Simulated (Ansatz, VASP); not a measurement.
## One calculation of Sb, two programs

```
Sb
1.0
     0.00000    2.17594    2.17594
     2.17594    0.00000    2.17594
     2.17594    2.17594    0.00000
Sb
1
Direct
  0.00000 0.00000 0.00000
```

Change from the starting cell: volume scaled by 0.8, PAW files.

Alike in both runs: task single point; functional LDA; k mesh 15 × 15 × 15; occupations fermi-dirac, width 0.1 eV; no spin polarisation.

|  | VASP | Ansatz |
| --- | --- | --- |
| version | VASP 6.6.1 | Ansatz 0.2.0 |
| potentials or method | VASP PAW LDA potentials, release 64 (Sb) | PAW with Ansatz's default frozen-core files, scalar-relativistic |
| plane-wave cutoff (eV) | 500 | 420 |
| valence electrons in the cell | 5 | 15 |

Ansatz gave:

```
pressure (GPa) : 25.9
```

**Question.** Estimate VASP's values.

**Answer.** Pressure (GPa): 26.7.

LDA's correlation is that of Perdew and Zunger in VASP and of Perdew and Wang (1992) in Ansatz. VASP's potentials hold 5 valence electrons a cell and Ansatz's 15, so a difference there can come from the potentials and not from the codes.

Spin-orbit coupling is off throughout.
